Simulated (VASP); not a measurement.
Here is a VASP 6.6.1 calculation.

The input INCAR:

```
ALGO = Normal
EDIFF = 1E-6
ENCUT = 520
ISIF = 2
ISMEAR = 0
LASPH = True
LCHARG = False
LREAL = False
LWAVE = False
NBANDS = 16
NELM = 80
PREC = Accurate
SIGMA = 0.15
```

KPOINTS

```
k-points
0
Gamma
  16 16 16
```

The input POSCAR:

```
GaSb
1.0
   -2.6454500000      2.6454500000      1.5899500000
    2.6454500000     -2.6454500000      1.5899500000
    2.6454500000      2.6454500000     -1.5899500000
Ga Sb
1 1
Direct
    0.2500000000      0.7500000000      0.5000000000
    0.0000000000      0.0000000000      0.0000000000
```

Potentials or basis: VASP PAW LDA potentials, release 64 (Ga_d, Sb).

Launch:

```bash
$ cat potpaw_LDA.64/Ga_d/POTCAR potpaw_LDA.64/Sb/POTCAR > POTCAR
$ mpirun -np 1 vasp_std > vasp.out
```

Q: What does it give for the pressure?

A: 0.6 GPa.

Q: What does it give for the band gap on the k mesh?

A: Zero (bands 9 and 10 overlap by 5.42 eV).

Stress tensor (GPa, compression positive):
```
 1.60  0.00  0.00
 0.00  1.60  0.00
 0.00  0.00 -1.42
```

Caveat: spin-orbit coupling is left out, which moves the levels of the heavy elements.
